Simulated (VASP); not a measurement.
# V (Im-3m) in VASP: a series of runs

Runs on V. Level: PBE. Tasks: single point.

Program: VASP 6.6.1. These are calculated values, not measurements. Logs are shortened: lines on timing, memory, paths and dates and some standing lists are left out, and cuts for length are marked.

### Step 1. The cell of the first run

Symmetry: Im-3m, No. 229, cubic system. The conventional cell has a = 3.029 Å, b = 3.029 Å, c = 3.029 Å, α = 90.00°, β = 90.00°, γ = 90.00°. Within 3.5 Å of V (site symmetry m-3m) lie 14 V at 2.62 to 3.03 Å.

### Step 2. Single point, PBE, collinear spin, ferromagnetic start

File INCAR:

```
SYSTEM = V
ALGO = Fast
EDIFF = 1E-6
ENCUT = 520
GGA = PE
ISIF = 2
ISMEAR = 0
ISPIN = 2
LASPH = .TRUE.
LCHARG = .TRUE.
LELF = .TRUE.
LMAXMIX = 4
LORBIT = 11
LREAL = .FALSE.
LVHAR = .TRUE.
LWAVE = .FALSE.
MAGMOM = 2
NBANDS = 16
NELM = 150
PREC = Accurate
SIGMA = 0.014
```

File KPOINTS:

```
k-points
0
G
  12 12 12
  0 0 0
```

File POSCAR:

```
V
1.0
   -1.5143500000      1.5143500000      1.5143500000
    1.5143500000     -1.5143500000      1.5143500000
    1.5143500000      1.5143500000     -1.5143500000
V
1
Direct
    0.0000000000      0.0000000000      0.0000000000
```

Potentials or basis: VASP PAW PBE potentials, release 64 (V_sv).

On the command line:

```
$ cat potpaw_PBE.64/V_sv/POTCAR > POTCAR
$ mpirun -np 1 vasp_std > vasp.out
```

OUTCAR:

```text
SYSTEM = V
   EDIFF = 1E-6
   ENCUT = 520
   GGA = PE
   ISIF = 2
   ISMEAR = 0
   ISPIN = 2
   LASPH = .TRUE.
   LORBIT = 11
   LREAL = .FALSE.
   NELM = 150
   PREC = Accurate

 ion  position               nearest neighbor table
   1  0.000  0.000  0.000-

  LATTYP: Found a body centered cubic cell.
 ALAT       =     3.0287000000

  Lattice vectors:

 A1 = (  -1.5143500000,   1.5143500000,   1.5143500000)
 A2 = (   1.5143500000,  -1.5143500000,   1.5143500000)
 A3 = (   1.5143500000,   1.5143500000,  -1.5143500000)

Analysis of symmetry for initial positions (statically):
=====================================================================
 Subroutine PRICEL returns:
 Original cell was already a primitive cell.

 Routine SETGRP: Setting up the symmetry group for a
 body centered cubic supercell.

 Subroutine GETGRP returns: Found 48 space group operations
 (whereof 48 operations were pure point group operations)
 out of a pool of 48 trial point group operations.

The static configuration has the point symmetry O_h .

Analysis of symmetry for dynamics (positions and initial velocities):
=====================================================================
 Subroutine PRICEL returns:
 Original cell was already a primitive cell.

 Routine SETGRP: Setting up the symmetry group for a
 body centered cubic supercell.

 Subroutine GETGRP returns: Found 48 space group operations
 (whereof 48 operations were pure point group operations)
 out of a pool of 48 trial point group operations.

The dynamic configuration has the point symmetry O_h .

Analysis of structural, dynamic, and magnetic symmetry:
=====================================================================
 Subroutine PRICEL returns:
 Original cell was already a primitive cell.

 Routine SETGRP: Setting up the symmetry group for a
 body centered cubic supercell.

 Subroutine GETGRP returns: Found 48 space group operations
 (whereof 48 operations were pure point group operations)
 out of a pool of 48 trial point group operations.

The overall configuration has the point symmetry O_h .

 Subroutine INISYM returns: Found 48 space group operations
 (whereof 48 operations are pure point group operations),
 and found     1 'primitive' translations

----------------------------------------------------------------------------------------

                                     Primitive cell

  volume of cell :      13.8912

  direct lattice vectors                    reciprocal lattice vectors
    -1.514350000  1.514350000  1.514350000     0.000000000  0.330174662  0.330174662
     1.514350000 -1.514350000  1.514350000     0.330174662  0.000000000  0.330174662
     1.514350000  1.514350000 -1.514350000     0.330174662  0.330174662  0.000000000

  length of vectors
     2.622931140  2.622931140  2.622931140     0.466937486  0.466937486  0.466937486

  position of ions in fractional coordinates (direct lattice)
     0.000000000  0.000000000  0.000000000

  ion indices of the primitive-cell ions
   primitive index   ion index
                 1           1

----------------------------------------------------------------------------------------

 KPOINTS: k-points

Automatic generation of k-mesh.
 Grid dimensions read from file:
 generate k-points for:   12   12   12

 Generating k-lattice:

  Cartesian coordinates                     Fractional coordinates (reciprocal lattice)
     0.000000000  0.027514555  0.027514555     0.083333333  0.000000000  0.000000000
     0.027514555  0.000000000  0.027514555     0.000000000  0.083333333  0.000000000
     0.027514555  0.027514555  0.000000000     0.000000000  0.000000000  0.083333333

  Length of vectors
     0.038911457  0.038911457  0.038911457

  Shift w.r.t. Gamma in fractional coordinates (k-lattice)
     0.000000000  0.000000000  0.000000000

 Subroutine IBZKPT returns following result:
 ===========================================

 Found     72 irreducible k-points:

 Following reciprocal coordinates:
            Coordinates               Weight
  0.000000  0.000000  0.000000      1.000000
  0.083333  0.000000  0.000000     12.000000
  0.166667  0.000000  0.000000     12.000000
  0.250000  0.000000  0.000000     12.000000
  0.333333  0.000000  0.000000     12.000000
  0.416667  0.000000  0.000000     12.000000
[... 16 lines left out ...]
  0.333333  0.083333  0.083333     24.000000
  0.416667  0.083333  0.083333     12.000000
 [... further k-points ...]
   k-points           NKPTS =     72   k-points in BZ     NKDIM =     72   number of bands    NBANDS=     16
   number of dos      NEDOS =    301   number of ions     NIONS =      1
   total plane-waves  NPLWV =   8000
   dimension x,y,z NGX =    20 NGY =   20 NGZ =   20
   dimension x,y,z NGXF=    40 NGYF=   40 NGZF=   40
   ions per type =               1
   NGX,Y,Z   is equivalent  to a cutoff of  12.68, 12.68, 12.68 a.u.
   NGXF,Y,Z  is equivalent  to a cutoff of  25.35, 25.35, 25.35 a.u.
 SYSTEM =  V
   PREC   = accura    normal or accurate (medium, high low for compatibility)
   ISTART =      0    job   : 0-new  1-cont  2-samecut
   ICHARG =      2    charge: 1-file 2-atom 10-const
   ISPIN  =      2    spin polarized calculation?
   LNONCOLLINEAR =      F non collinear calculations
   LSORBIT =      F    spin-orbit coupling
   LASPH  =      T    aspherical Exc in radial PAW
   ENCUT  =  520.0 eV  38.22 Ry    6.18 a.u.   4.88  4.88  4.88*2*pi/ulx,y,z
   NELM   =    150;   NELMIN=  2; NELMDL= -5     # of ELM steps
   EDIFF  = 0.1E-05   stopping-criterion for ELM
   LREAL  =      F    real-space projection
[... 7 lines left out ...]
   TEBEG  =    0.0;   TEEND  =   0.0 temperature during run
   PSTRESS=    0.0 pullay stress
   NELECT =      13.0000    total number of electrons
   NUPDOWN=      -1.0000    fix difference up-down
   EMIN   =  10.00;   EMAX   =-10.00  energy-range for DOS
   EFERMI =   0.00;   METHOD = LEGACY
   ISMEAR =     0;   SIGMA  =   0.01  broadening in eV -4-tet -1-fermi 0-gaus
   EFERMI_NEDOS =   21; number of points for ismear=-14 and -15
   IALGO  =     68    algorithm
   IMIX   =      4    mixing-type and parameters
     AMIX     =   0.40;   BMIX     =  1.00
     AMIX_MAG =   1.60;   BMIX_MAG =  1.00
  volume/ion in A,a.u.               =      13.89        93.74
  Fermi-wavevector in a.u.,A,eV,Ry     =   1.601313  3.026044 34.888125  2.564205
  Thomas-Fermi vector in A             =   2.698311
   LORBIT       =     11    0 simple, 1 ext, 2 COOP (PROOUT), +10 PAW based schemes
   GGA     = PE    functional components
   LHFCALC =     F    Hartree Fock is set to
   AEXX    =    0.0000 exact exchange contribution
   IVDW    =     0    specifies the selected vdW correction
   LEPSILON=     F    determine dielectric tensor
   LRPA    =     F    only Hartree local field effects (RPA)
 spin polarized calculation
 RMM-DIIS sequential band-by-band and
 Gauss-broadening in eV      SIGMA  =   0.01
  energy-cutoff  :      520.00
  volume of cell :       13.89
 maximum number of plane-waves:       384
   NGX =  9   NGY =  9   NGZ =  9

 number of electron      12.9999997 magnetization       0.1245540

 Free energy of the ion-electron system (eV)
  ---------------------------------------------------
  ext. energy  EPLUGINS =         0.00000000
  ---------------------------------------------------
  free energy    TOTEN  =        -8.97816220 eV

  energy without entropy =       -8.97798357  energy(sigma->0) =       -8.97807289

 E-fermi :   9.2868     XC(G=0): -12.7397

 val. band max:        9.2778925358   @ k =   0.3333   0.1667  -0.0000
 cond. band min:       9.2895818812   @ k =  -0.2500   0.2500   0.1667
 fundamental gap:      0.0116893454
 Fermi energy:         9.2868421037

 spin component 1

 k-point     1 :       0.0000    0.0000    0.0000
  band No.  band energies     occupation
      1     -54.4894      1.00000
      2     -27.8367      1.00000
      3     -27.8367      1.00000
      4     -27.8367      1.00000
      5       2.7785      1.00000
      6       9.6663      0.00000
[... 8 lines left out ...]
     15      36.3376      0.00000
     16      40.3332      0.00000

 k-point     2 :       0.0833    0.0000    0.0000
  band No.  band energies     occupation
      1     -54.4778      1.00000
      2     -27.8935      1.00000
      3     -27.8542      1.00000
      4     -27.8370      1.00000
      5       3.0498      1.00000
      6       9.5541      0.00000
[... 8 lines left out ...]
     15      36.7606      0.00000
     16      37.9780      0.00000
[... 387 lines left out ...]
      5       6.6307      1.00000
      6       8.1815      1.00000
[... 8 lines left out ...]
     15      37.8242      0.00000
     16      39.0232      0.00000

 k-point    24 :       0.4167    0.0833    0.0833
  band No.  band energies     occupation
      1     -54.3113      1.00000
      2     -28.5951      1.00000
      3     -28.1299      1.00000
      4     -27.8945      1.00000
      5       6.6482      1.00000
      6       8.1085      1.00000
[... 8 lines left out ...]
     15      38.0229      0.00000
     16      38.4686      0.00000

 [... further k-points ...]

 spin component 2

 k-point     1 :       0.0000    0.0000    0.0000
  band No.  band energies     occupation
      1     -54.3897      1.00000
      2     -27.7376      1.00000
      3     -27.7376      1.00000
      4     -27.7376      1.00000
      5       2.8429      1.00000
      6       9.7857      0.00000
[... 8 lines left out ...]
     15      36.3656      0.00000
     16      41.0333      0.00000

 k-point     2 :       0.0833    0.0000    0.0000
  band No.  band energies     occupation
      1     -54.3781      1.00000
      2     -27.7944      1.00000
      3     -27.7551      1.00000
      4     -27.7380      1.00000
      5       3.1142      1.00000
      6       9.6731      0.00000
[... 8 lines left out ...]
     15      36.8023      0.00000
     16      38.0748      0.00000
[... 387 lines left out ...]
      5       6.7133      1.00000
      6       8.2923      1.00000
[... 8 lines left out ...]
     15      37.9022      0.00000
     16      39.0954      0.00000

 k-point    24 :       0.4167    0.0833    0.0833
  band No.  band energies     occupation
      1     -54.2115      1.00000
      2     -28.4964      1.00000
      3     -28.0307      1.00000
      4     -27.7956      1.00000
      5       6.7327      1.00000
      6       8.2192      1.00000
[... 8 lines left out ...]
     15      38.0988      0.00000
     16      38.5415      0.00000

 [... further k-points ...]
[... 5 lines left out ...]
  --------------------------------------------------------------------------------------
  -------------------------------------------------------------------------------------
  Total       -0.4367435     -0.4367435     -0.4367435      0.0000000      0.0000000     -0.0000000
  in kB      -50.3730526    -50.3730526    -50.3730526      0.0000000      0.0000000     -0.0000000
  external PRESSURE =     -50.3730526 kB  Pullay stress =       0.0000000 kB

 VOLUME and BASIS-vectors are now :
 -----------------------------------------------------------------------------
  energy-cutoff  :      520.00
  volume of cell :       13.89
      direct lattice vectors                 reciprocal lattice vectors
    -1.514350000  1.514350000  1.514350000     0.000000000  0.330174662  0.330174662
     1.514350000 -1.514350000  1.514350000     0.330174662  0.000000000  0.330174662
     1.514350000  1.514350000 -1.514350000     0.330174662  0.330174662  0.000000000

 POSITION                                       TOTAL-FORCE (eV/Angst)
 -----------------------------------------------------------------------------------
      0.00000      0.00000      0.00000        -0.000000      0.000000     -0.000000
 -----------------------------------------------------------------------------------
    total drift:                                0.000000     -0.000000      0.000000

  FREE ENERGIE OF THE ION-ELECTRON SYSTEM (eV)
  ---------------------------------------------------
  free  energy   TOTEN  =        -8.9781622028 eV

  energy  without entropy=       -8.9779835674  energy(sigma->0) =       -8.97807289

 total charge

# of ion       s       p       d       tot
------------------------------------------
    1        2.332   6.214   3.051  11.597

 magnetization (x)

# of ion       s       p       d       tot
------------------------------------------
    1        0.001   0.003   0.104   0.108
```

Wall time 33 s (1 thread of Intel Xeon Platinum 8488C (Sapphire Rapids), shared host); peak memory 0.14 GiB.

What came out:

```
Free energy                                           : -8.9782 eV
Pressure                                              : -5.0 GPa
Net moment                                            : 0.12 μB per cell
Site moments                                          : V +0.11 μB
Valence electrons inside the program's atomic spheres : V 11.60
```

### Step 3. Single point, PBE, collinear spin, ferromagnetic start

File INCAR:

```
SYSTEM = V
  ALGO = Fast
  EDIFF = 1E-7
  ENCUT = 520
  GGA = PE
  ISIF = 2
  ISMEAR = 0
  ISPIN = 2
  LASPH = .TRUE.
  LCHARG = .FALSE.
  LMAXMIX = 4
  LORBIT = 11
  LREAL = .FALSE.
  LWAVE = .FALSE.
  MAGMOM = 2
  NBANDS = 16
  NELM = 150
  PREC = Accurate
  SIGMA = 0.015
```

KPOINTS is that of step 2.

POSCAR is that of step 2.

Potentials or basis: VASP PAW PBE potentials, release 64 (V_sv).

On the command line:

```
$ cat potpaw_PBE.64/V_sv/POTCAR > POTCAR
$ mpirun -np 1 vasp_std > vasp.out
```

It took 41 s on 1 thread of Intel Xeon Platinum 8488C (Sapphire Rapids), shared host; peak memory 0.14 GiB.

The run converged. Its results:

```yaml
Free_energy: -8.9782 eV
Pressure: -5.0 GPa
Net_moment: 0.12 μB per cell
Site_moments: V +0.11 μB
Valence_electrons_inside_the_program's_atomic_spheres: V 11.60
```

Levels at points of the mesh, in eV from the Fermi level:
Spin up:
```csv
k point,band 2,band 3,band 4,band 5,band 6,band 7,band 8,band 9,band 10,band 11
"(0.00, 0.00, 0.00)",-37.12,-37.12,-37.12,-6.51,0.38,0.38,0.38,2.34,2.34,20.26
"(0.50, 0.00, 0.00)",-37.94,-37.38,-37.13,-3.07,-1.09,1.55,2.32,2.68,3.92,9.78
"(0.50, 0.50, 0.50)",-37.68,-37.68,-37.68,-2.84,-2.84,3.55,3.55,3.55,9.92,9.92
```
Spin down:
```
           k point  band 2  band 3  band 4  band 5  band 6  band 7  band 8  band 9  band 10  band 11
(0.00, 0.00, 0.00)  -37.03  -37.03  -37.03   -6.44    0.50    0.50    0.50    2.40     2.40    20.31
(0.50, 0.00, 0.00)  -37.84  -37.28  -37.03   -2.99   -0.98    1.61    2.41    2.74     4.04     9.87
(0.50, 0.50, 0.50)  -37.58  -37.58  -37.58   -2.79   -2.79    3.67    3.67    3.67    10.00    10.00
```

### Step 4. Single point, PBE, collinear spin, ferromagnetic start

File INCAR:

```
SYSTEM = V
ALGO = Normal
EDIFF = 1E-6
ENCUT = 520
GGA = PE
ISIF = 2
ISMEAR = 0
ISPIN = 2
LASPH = .TRUE.
LCHARG = .FALSE.
LMAXMIX = 4
LORBIT = 11
LREAL = .FALSE.
LWAVE = .FALSE.
MAGMOM = 2
NBANDS = 16
NELM = 150
PREC = Accurate
SIGMA = 0.016
```

KPOINTS is that of step 3.

POSCAR is that of step 3.

On the command line:

```
$ cat potpaw_PBE.64/V_sv/POTCAR > POTCAR
$ mpirun -np 1 vasp_std > vasp.out
```

Wall time 31 s (1 thread of Intel Xeon Platinum 8488C (Sapphire Rapids), shared host); peak memory 0.14 GiB.

It converged, with:

```
Free energy                                           : -8.9782 eV
Pressure                                              : -5.2 GPa
Net moment                                            : 0.12 μB per cell
Site moments                                          : V +0.11 μB
Valence electrons inside the program's atomic spheres : V 11.60
```

Levels at points of the mesh, in eV from the Fermi level:
Spin up:
```tsv
k point	band 3	band 4	band 5	band 6	band 7	band 8	band 9	band 10
(0.00, 0.00, 0.00)	-37.12	-37.12	-6.51	0.38	0.38	0.38	2.34	2.34
(0.50, 0.00, 0.00)	-37.38	-37.13	-3.07	-1.09	1.55	2.32	2.68	3.92
(0.50, 0.50, 0.50)	-37.68	-37.68	-2.84	-2.84	3.55	3.55	3.55	9.92
```
Spin down:
```csv
k point,band 4,band 5,band 6,band 7,band 8,band 9
"(0.00, 0.00, 0.00)",-37.03,-6.45,0.50,0.50,0.50,2.40
"(0.50, 0.00, 0.00)",-37.03,-2.99,-0.98,1.60,2.40,2.74
"(0.50, 0.50, 0.50)",-37.58,-2.79,-2.79,3.67,3.67,3.67
```

### Step 5. The runs side by side

| smearing | gap on the mesh (eV) | pressure (GPa) | moment (μB) |
| --- | --- | --- | --- |
| gaussian 0.014 eV | none | -5.0 | 0.12 |
| gaussian 0.015 eV | none | -5.0 | 0.12 |
| gaussian 0.016 eV | none | -5.2 | 0.12 |

Alike in all rows: task single point; level PBE; potentials or basis VASP PAW PBE potentials, release 64 (V_sv); spin collinear, ferromagnetic start; cell as given; k mesh 12 × 12 × 12; cutoff (eV) 520.

Every run on the cell as given and a fine mesh finds a metal.

Total energies depend on the potentials used, so only differences within one code and one set of settings carry meaning.
